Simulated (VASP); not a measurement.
Runs of VASP 6.6.1 on SbOs (CsCl type). The structure is that of space group Pm-3m (No. 221), or close to it. The cells are those of the table. 

| task | cell | cutoff (eV) | k mesh for the DOS | occupations for the DOS | gap on the mesh (eV) | pressure (GPa) |
| --- | --- | --- | --- | --- | --- | --- |
| relaxation of cell and atoms | relaxed from a = 3.184 Å, 2 atoms | 600 | - | - | none | 0.0 |
| single point | a = 3.106 Å, 2 atoms | 520 | - | - | none | 49.7 |
| single point | a = 2.647 Å, 2 atoms | 520 | - | - | none | 593.4 |
| single point | a = 3.004 Å, 2 atoms | 520 | - | - | none | 100.8 |
| single point | a = 3.202 Å, 2 atoms | 520 | - | - | none | 18.9 |
| single point | a = 2.895 Å, 2 atoms | 520 | - | - | none | (a) |
| single point | a = 3.292 Å, 2 atoms | 520 | - | - | none | (b) |

Alike in all rows: level PBE; potentials or basis VASP PAW PBE potentials, release 64 (Os, Sb); no spin polarisation; k mesh 12 × 12 × 12; smearing fermi-dirac 0.05 eV.

**Question.** Fill in the values left out.

**Answer.** (a) 185.7; (b) -0.1.

Caveats: spin-orbit coupling is left out, which moves the levels of the heavy elements.

A k mesh can miss the band edges, and the runs leave out spin-orbit coupling on Os, Sb.

A gap of «none» marks levels without a gap at the run's occupations.
